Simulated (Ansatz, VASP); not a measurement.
# One calculation of PbO2, two programs

File INCAR:

```
ALGO     = Normal         # electronic algorithm
EDIFF    = 1E-6           # SCF threshold, eV
EDIFFG   = -0.005         # ionic threshold
ENCUT    = 600            # plane-wave cutoff, eV
GGA      = PE             # functional
IBRION   = 2              # ionic algorithm
ISIF     = 3              # what is computed and relaxed
ISMEAR   = -1             # smearing method
LASPH    = T              # aspherical terms in the spheres
LCHARG   = F              # write CHGCAR
LREAL    = F              # projectors in reciprocal space
LWAVE    = F              # write WAVECAR
NELM     = 100            # most SCF steps
NSW      = 100            # ionic steps
PREC     = Accurate       # precision mode
SIGMA    = 0.05           # smearing width, eV
```

File KPOINTS:

```
k-points
0
Gamma
  14 14 8
```

The input POSCAR:

```
PbO2
1.0
    3.2749755921      0.0000000000      0.0000000000
   -1.6374877961      2.8362120595      0.0000000000
    0.0000000000      0.0000000000      5.2399609474
Pb O
1 2
Direct
    0.0000000000      0.0000000000      0.0000000000
    0.3333333333      0.6666666667      0.2500000000
    0.6666666667      0.3333333333      0.7500000000
```

Input for Ansatz:

```yaml
crystal:
  lattice:
    - [3.2749755921, 0.0, 0.0]
    - [-1.6374877961, 2.8362120595, 0.0]
    - [0.0, 0.0, 5.2399609474]
  atoms:
    - { symbol: Pb, position: [0.0, 0.0, 0.0] }
    - { symbol: O, position: [0.3333333333, 0.6666666667, 0.25] }
    - { symbol: O, position: [0.6666666667, 0.3333333333, 0.75] }
kpoints:
  mp_grid: { grid: [14, 14, 8] }
scf:
  occupations: { method: fermi_dirac, width: 0.05 }
hamiltonian:
  xc: pbe
  pseudopotentials: { kind: paw }
output:
  forces: true
  stress: true
relax:
  f_tol: 0.005
  max_steps: 80
  cell: {}
```

Alike in both runs: task relaxation of cell and atoms; functional PBE; k mesh 14 × 14 × 8; occupations fermi-dirac, width 0.05 eV; no spin polarisation.

```csv
,VASP,Ansatz
version,VASP 6.6.1,Ansatz 0.2.0
potentials or method,"VASP PAW PBE potentials, release 64 (Pb_d, O)","PAW with Ansatz's default frozen-core files, scalar-relativistic"
plane-wave cutoff (eV),600,420
valence electrons in the cell,26,26
```

|  | VASP | Ansatz | Ansatz less VASP |
| --- | --- | --- | --- |
| relaxed volume (Å³/atom) | 17.22 | 17.90 | +0.684 |
| relaxed cell length with the largest relative difference (Å) | 5.102 | 5.315 | +0.2131 |

Spin-orbit coupling is off throughout.
